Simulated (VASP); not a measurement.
Write the native input for VASP 6.6.1 that does the following.

```
Task                   : single point
Functional             : PBE
Potentials or basis    : VASP PAW PBE potentials, release 64 (Al, Nb_sv)
Cutoff                 : 520 eV
k mesh                 : 6 × 6 × 6
Occupations            : gaussian, width 0.1 eV
Spin                   : no spin polarisation
Dipole correction      : no
Further INCAR settings : ALGO = Normal; EDIFF = 1e-06; NBANDS = 28
```

The structure of NbAl2 lies in POSCAR:

```
NbAl2
1.0
   -3.0355174821      3.0355174821      2.5267682648
    3.0355174821     -3.0355174821      2.5267682648
    3.0355174821      3.0355174821     -2.5267682648
Al Nb
4 2
Direct
    0.6670000000      0.1670000000      0.8340000000
    0.1670000000      0.3330000000      0.5000000000
    0.3330000000      0.8330000000      0.1660000000
    0.8330000000      0.6670000000      0.5000000000
    0.2500000000      0.2500000000      0.0000000000
    0.7500000000      0.7500000000      0.0000000000
```

These files were run (other wordings do the same):

INCAR

```
SYSTEM = NbAl2
ALGO = Normal
EDIFF = 1E-6
ENCUT = 520
GGA = PE
ISIF = 2
ISMEAR = 0
LASPH = .True.
LCHARG = .False.
LREAL = .False.
LWAVE = .False.
NBANDS = 28
NELM = 60
PREC = Accurate
SIGMA = 0.1
```

KPOINTS

```
k-points
0
Gamma
  6 6 6
  0 0 0
```

Potentials or basis: VASP PAW PBE potentials, release 64 (Al, Nb_sv).

Run with:

```bash
$ cat potpaw_PBE.64/Al/POTCAR potpaw_PBE.64/Nb_sv/POTCAR > POTCAR
$ mpirun -np 1 vasp_std > vasp.out
```

It gave:

```json
{"Pressure": "30.6 GPa", "Largest force": "0.298 eV/Å", "Band gap on the k mesh": "zero (bands 19 and 20 overlap by 0.72 eV)"}
```

Caveat: the cell stands under pressure.

Run time: 2.3 min on 1 thread of Intel Xeon 8259CL (shared host), peak memory 0.27 GiB.
